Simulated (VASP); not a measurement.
# Si (C2/m) in VASP: single point with LDA

Aim: the single point of Si with LDA.

Program: VASP 6.6.1. These are calculated values, not measurements. Logs are shortened: lines on timing, memory, paths and dates and some standing lists are left out, and cuts for length are marked.

### 1 The cell of the first run

Symmetry: C2/m, No. 12, monoclinic system. Conventional cell: a = 4.869 Å, b = 5.295 Å, c = 5.007 Å, α = 90.00°, β = 113.96°, γ = 90.00°. Within 3.3 Å of Si (site symmetry 2) lie 10 Si at 2.43 to 3.29 Å. Si (site symmetry m) has 10 Si at 2.44 to 3.29 Å within 3.3 Å.

### 2 Single point, LDA (strain +0.0875 x Voigt [0, 0, 0, 0, 1, 0])

File INCAR:

```
SYSTEM = Si
PREC = Accurate ; ENCUT = 520
EDIFF = 1E-6 ; ISMEAR = 0
SIGMA = 0.15 ; LREAL = .FALSE.
LASPH = .TRUE. ; NELM = 100
ALGO = Normal ; ISIF = 2
LWAVE = .FALSE. ; LCHARG = .TRUE.
GGA = CA ; LELF = .TRUE.
LVHAR = .TRUE. ; NBANDS = 16
```

File KPOINTS:

```
regular mesh
0
G
  14 14 14
  0 0 0
```

File POSCAR:

```
Si
1.0
    0.2007507832      2.6473542551      4.5885893296
    2.6327595154      0.0000000000      4.6949897116
    2.4320087322      2.6473542551      0.1064003820
Si
4
Direct
    0.7297169282      0.2702830718      0.7297169282
    0.2702830718      0.7297169282      0.2702830718
    0.7744251954      0.7744251954      0.2255748046
    0.2255748046      0.2255748046      0.7744251954
```

Potentials or basis: VASP PAW LDA potentials, release 64 (Si).

Run with:

```sh
$ cat potpaw_LDA.64/Si/POTCAR > POTCAR
$ mpirun -np 1 vasp_std > vasp.out
```

OUTCAR:

```text
SYSTEM = Si
   PREC = Accurate
   ENCUT = 520
   EDIFF = 1E-6
   ISMEAR = 0
   LREAL = .FALSE.
   LASPH = .TRUE.
   NELM = 100
   ISIF = 2
   GGA = CA

 ion  position               nearest neighbor table
   1  0.730  0.270  0.730-   2 2.43   2 2.44   2 2.44   3 2.52   4 2.52   3 2.80   4 2.80   2 2.86

   2  0.270  0.730  0.270-   1 2.43   1 2.44   1 2.44   3 2.52   4 2.52   4 2.80   3 2.80   1 2.86

   3  0.774  0.774  0.226-   4 2.44   4 2.51   1 2.52   2 2.52   4 2.69   4 2.69   2 2.80   1 2.80

   4  0.226  0.226  0.774-   3 2.44   3 2.51   1 2.52   2 2.52   3 2.69   3 2.69   2 2.80   1 2.80

  LATTYP: Found a base centered monoclinic cell.
 ALAT       =     4.8686702557
 B/A-ratio  =     1.0875060811
 C/A-ratio  =     1.0283810623
 COS(beta)  =    -0.4060872514

  Lattice vectors:

 A1 = (   2.4320087322,  -2.6473542551,   0.1064003820)
 A2 = (   2.4320087322,   2.6473542551,   0.1064003820)
 A3 = (  -2.2312579490,   0.0000000000,   4.4821889476)

Analysis of symmetry for initial positions (statically):
=====================================================================
 Subroutine PRICEL returns:
 Original cell was already a primitive cell.

 Routine SETGRP: Setting up the symmetry group for a
 base centered monoclinic supercell.

 Subroutine GETGRP returns: Found  4 space group operations
 (whereof  4 operations were pure point group operations)
 out of a pool of  4 trial point group operations.

The static configuration has the point symmetry C_2h.

Analysis of symmetry for dynamics (positions and initial velocities):
=====================================================================
 Subroutine PRICEL returns:
 Original cell was already a primitive cell.

 Routine SETGRP: Setting up the symmetry group for a
 base centered monoclinic supercell.

 Subroutine GETGRP returns: Found  4 space group operations
 (whereof  4 operations were pure point group operations)
 out of a pool of  4 trial point group operations.

The dynamic configuration has the point symmetry C_2h.

 Subroutine INISYM returns: Found  4 space group operations
 (whereof  4 operations are pure point group operations),
 and found     1 'primitive' translations

----------------------------------------------------------------------------------------

                                     Primitive cell

  volume of cell :      58.9731

  direct lattice vectors                    reciprocal lattice vectors
     0.200750783  2.647354255  4.588589330    -0.210762039  0.188867810  0.118186790
     2.632759515  0.000000000  4.694989712     0.201209234 -0.188867810  0.100163047
     2.432008732  2.647354255  0.106400382     0.210762039  0.188867810 -0.118186790

  length of vectors
     5.301314692  5.382782836  3.596452706     0.306691709  0.293579361  0.306691709

  position of ions in fractional coordinates (direct lattice)
     0.729716928  0.270283072  0.729716928
     0.270283072  0.729716928  0.270283072
     0.774425195  0.774425195  0.225574805
     0.225574805  0.225574805  0.774425195

  ion indices of the primitive-cell ions
   primitive index   ion index
                 1           1
                 2           2
                 3           3
                 4           4

----------------------------------------------------------------------------------------

 KPOINTS: regular mesh

Automatic generation of k-mesh.
 Grid dimensions read from file:
 generate k-points for:   14   14   14

 Generating k-lattice:

  Cartesian coordinates                     Fractional coordinates (reciprocal lattice)
    -0.015054431  0.013490558  0.008441914     0.071428571 -0.000000000 -0.000000000
     0.014372088 -0.013490558  0.007154503    -0.000000000  0.071428571 -0.000000000
     0.015054431  0.013490558 -0.008441914     0.000000000  0.000000000  0.071428571

  Length of vectors
     0.021906551  0.020969954  0.021906551

  Shift w.r.t. Gamma in fractional coordinates (k-lattice)
     0.000000000  0.000000000  0.000000000

 Subroutine IBZKPT returns following result:
 ===========================================

 Found    744 irreducible k-points:

 Following reciprocal coordinates:
            Coordinates               Weight
  0.000000  0.000000  0.000000      1.000000
  0.071429 -0.000000 -0.000000      4.000000
  0.142857  0.000000 -0.000000      4.000000
  0.214286 -0.000000 -0.000000      4.000000
  0.285714  0.000000 -0.000000      4.000000
  0.357143 -0.000000 -0.000000      4.000000
[... 16 lines left out ...]
  0.000000  0.142857  0.000000      4.000000
  0.071429  0.142857  0.000000      4.000000
 [... further k-points ...]
   k-points           NKPTS =    744   k-points in BZ     NKDIM =    744   number of bands    NBANDS=     16
   number of dos      NEDOS =    301   number of ions     NIONS =      4
   total plane-waves  NPLWV =  44800
   dimension x,y,z NGX =    40 NGY =   40 NGZ =   28
   dimension x,y,z NGXF=    80 NGYF=   80 NGZF=   56
   ions per type =               4
   NGX,Y,Z   is equivalent  to a cutoff of  12.54, 12.35, 12.94 a.u.
   NGXF,Y,Z  is equivalent  to a cutoff of  25.09, 24.71, 25.89 a.u.
 SYSTEM =  Si
   PREC   = accura    normal or accurate (medium, high low for compatibility)
   ISTART =      0    job   : 0-new  1-cont  2-samecut
   ICHARG =      2    charge: 1-file 2-atom 10-const
   ISPIN  =      1    spin polarized calculation?
   LNONCOLLINEAR =      F non collinear calculations
   LSORBIT =      F    spin-orbit coupling
   LASPH  =      T    aspherical Exc in radial PAW
   ENCUT  =  520.0 eV  38.22 Ry    6.18 a.u.   9.86 10.01  6.69*2*pi/ulx,y,z
   NELM   =    100;   NELMIN=  2; NELMDL= -5     # of ELM steps
   EDIFF  = 0.1E-05   stopping-criterion for ELM
   LREAL  =      F    real-space projection
   EDIFFG = 0.1E-04   stopping-criterion for IOM
   NSW    =      0    number of steps for IOM
   IBRION =     -1    ionic relax: 0-MD 1-quasi-New 2-CG
   NFREE  =      0    steps in history (QN), initial steepest desc. (CG)
   ISIF   =      2    stress and relaxation
   ISYM   =      2    0-nonsym 1-usesym 2-fastsym
   POTIM  = 0.5000    time-step for ionic-motion
   TEBEG  =    0.0;   TEEND  =   0.0 temperature during run
   PSTRESS=    0.0 pullay stress
   NELECT =      16.0000    total number of electrons
   NUPDOWN=      -1.0000    fix difference up-down
   EMIN   =  10.00;   EMAX   =-10.00  energy-range for DOS
   EFERMI =   0.00;   METHOD = LEGACY
   ISMEAR =     0;   SIGMA  =   0.15  broadening in eV -4-tet -1-fermi 0-gaus
   EFERMI_NEDOS =   21; number of points for ismear=-14 and -15
   IALGO  =     38    algorithm
   IMIX   =      4    mixing-type and parameters
     AMIX     =   0.40;   BMIX     =  1.00
     AMIX_MAG =   1.60;   BMIX_MAG =  1.00
  volume/ion in A,a.u.               =      14.74        99.49
  Fermi-wavevector in a.u.,A,eV,Ry     =   1.059815  2.002760 15.282170  1.123208
  Thomas-Fermi vector in A             =   2.195174
   LORBIT       =      0    0 simple, 1 ext, 2 COOP (PROOUT), +10 PAW based schemes
   GGA     = CA    functional components
   LHFCALC =     F    Hartree Fock is set to
   AEXX    =    0.0000 exact exchange contribution
   IVDW    =     0    specifies the selected vdW correction
   LEPSILON=     F    determine dielectric tensor
   LRPA    =     F    only Hartree local field effects (RPA)
 non-spin polarized calculation
 Gauss-broadening in eV      SIGMA  =   0.15
  energy-cutoff  :      520.00
  volume of cell :       58.97
 maximum number of plane-waves:      1606
   NGX = 19   NGY = 19   NGZ = 13

 number of electron      15.9999999 magnetization

 Free energy of the ion-electron system (eV)
  ---------------------------------------------------
  ext. energy  EPLUGINS =         0.00000000
  ---------------------------------------------------
  free energy    TOTEN  =       -22.87476495 eV

  energy without entropy =      -22.85795785  energy(sigma->0) =      -22.86636140

 E-fermi :   9.5538     XC(G=0): -11.1255

 val. band max:        9.5531609916   @ k =   0.1429   0.0000  -0.0000
 cond. band min:       9.5579451031   @ k =   0.2143   0.4286   0.0000
 fundamental gap:      0.0047841115
 Fermi energy:         9.5538019131

 k-point     1 :       0.0000    0.0000    0.0000
  band No.  band energies     occupation
      1      -4.4493      2.00000
      2       1.8813      2.00000
      3       2.7505      2.00000
      4       6.5682      2.00000
      5       6.7192      2.00000
      6       7.5776      2.00000
[... 8 lines left out ...]
     15      17.8079      0.00000
     16      17.9892      0.00000

 k-point     2 :       0.0714   -0.0000   -0.0000
  band No.  band energies     occupation
      1      -4.3806      2.00000
      2       1.6807      2.00000
      3       3.0774      2.00000
      4       5.9901      2.00000
      5       6.3888      2.00000
      6       6.8959      2.00000
[... 8 lines left out ...]
     15      17.5303      0.00000
     16      18.1100      0.00000

 k-point     3 :       0.1429    0.0000   -0.0000
  band No.  band energies     occupation
      1      -4.1745      2.00000
      2       1.3948      2.00000
      3       3.7327      2.00000
      4       4.9194      2.00000
      5       5.2148      2.00000
      6       6.9715      2.00000
[... 8 lines left out ...]
     15      17.3522      0.00000
     16      17.9051      0.00000

 k-point     4 :       0.2143   -0.0000   -0.0000
  band No.  band energies     occupation
      1      -3.8315      2.00000
      2       1.1973      2.00000
      3       3.5512      2.00000
      4       4.2015      2.00000
      5       4.6493      2.00000
      6       7.2351      2.00000
[... 8 lines left out ...]
     15      16.5769      0.00000
     16      17.4895      0.00000

 k-point     5 :       0.2857    0.0000   -0.0000
  band No.  band energies     occupation
      1      -3.3528      2.00000
      2       1.1166      2.00000
      3       2.2404      2.00000
      4       3.4190      2.00000
      5       5.5696      2.00000
      6       7.5521      2.00000
[... 8 lines left out ...]
     15      16.7886      0.00000
     16      17.2976      0.00000

 k-point     6 :       0.3571   -0.0000   -0.0000
  band No.  band energies     occupation
      1      -2.7396      2.00000
      2       1.0053      2.00000
      3       1.1598      2.00000
      4       2.7416      2.00000
      5       6.6280      2.00000
      6       7.7897      2.00000
[... 8 lines left out ...]
     15      16.8787      0.00000
     16      17.5261      0.00000
[... 267 lines left out ...]
 k-point    21 :      -0.1429    0.0714    0.0000
  band No.  band energies     occupation
      1      -3.9184      2.00000
      2       1.9835      2.00000
      3       3.5638      2.00000
      4       3.7126      2.00000
      5       4.1805      2.00000
      6       7.1748      2.00000
[... 8 lines left out ...]
     15      16.9588      0.00000
     16      17.3139      0.00000

 k-point    22 :      -0.0714    0.0714    0.0000
  band No.  band energies     occupation
      1      -4.2208      2.00000
      2       2.0713      2.00000
      3       2.9803      2.00000
      4       4.6721      2.00000
      5       5.5146      2.00000
      6       6.8890      2.00000
[... 8 lines left out ...]
     15      17.4297      0.00000
     16      18.1242      0.00000

 k-point    23 :       0.0000    0.1429    0.0000
  band No.  band energies     occupation
      1      -4.1973      2.00000
      2       1.6596      2.00000
      3       3.3977      2.00000
      4       4.3646      2.00000
      5       6.0210      2.00000
      6       6.7432      2.00000
[... 8 lines left out ...]
     15      17.3624      0.00000
     16      17.9684      0.00000

 k-point    24 :       0.0714    0.1429    0.0000
  band No.  band energies     occupation
      1      -4.3220      2.00000
      2       1.0303      2.00000
      3       3.8074      2.00000
      4       5.3936      2.00000
      5       6.5454      2.00000
      6       7.3709      2.00000
[... 8 lines left out ...]
     15      16.6957      0.00000
     16      17.4448      0.00000

 [... further k-points ...]

------------------------ aborting loop because EDIFF is reached ----------------------------------------

  FORCE on cell =-STRESS in cart. coord.  units (eV):
  Direction    XX          YY          ZZ          XY          YZ          ZX
  --------------------------------------------------------------------------------------
  -------------------------------------------------------------------------------------
  Total        0.3508943     -0.2612675      0.0583170      0.0000000     -0.0000000     -2.4021173
  in kB        9.5330645     -7.0980925      1.5843499      0.0000000     -0.0000000    -65.2605117
  external PRESSURE =       1.3397739 kB  Pullay stress =       0.0000000 kB

 VOLUME and BASIS-vectors are now :
 -----------------------------------------------------------------------------
  energy-cutoff  :      520.00
  volume of cell :       58.97
      direct lattice vectors                 reciprocal lattice vectors
     0.200750783  2.647354255  4.588589330    -0.210762039  0.188867810  0.118186790
     2.632759515  0.000000000  4.694989712     0.201209234 -0.188867810  0.100163047
     2.432008732  2.647354255  0.106400382     0.210762039  0.188867810 -0.118186790

 POSITION                                       TOTAL-FORCE (eV/Angst)
 -----------------------------------------------------------------------------------
      2.63276      3.86364      4.69499         0.000000     -0.000768      0.000000
      2.63276      1.43107      4.69499         0.000000      0.000768      0.000000
      2.74294      2.64735      7.21344        -0.035956      0.000000      0.000284
      2.52258      2.64735      2.17654         0.035956      0.000000     -0.000284
 -----------------------------------------------------------------------------------
    total drift:                                0.000000     -0.000000      0.000000

  FREE ENERGIE OF THE ION-ELECTRON SYSTEM (eV)
  ---------------------------------------------------
  free  energy   TOTEN  =       -22.8747649508 eV

  energy  without entropy=      -22.8579578497  energy(sigma->0) =      -22.86636140
```

Run time: 4.1 min. Hardware: 1 thread of Intel Xeon 6975P-C (Granite Rapids), shared host; peak memory 0.55 GiB.

What came out:

| Quantity | Value |
| --- | --- |
| Free energy | -22.8748 eV |
| Pressure | 0.1 GPa |
| Largest force | 0.036 eV/Å |
| Band gap on the k mesh | zero (bands 8 and 9 overlap by 4.07 eV) |

Forces in eV/Å, atoms in the order of the input:
```
Si   0.000 -0.001  0.000
Si   0.000  0.001  0.000
Si  -0.036  0.000  0.000
Si   0.036  0.000  0.000
```

Caveat: the cell differs from its parent crystal (strain +0.0875 x Voigt [0, 0, 0, 0, 1, 0]).
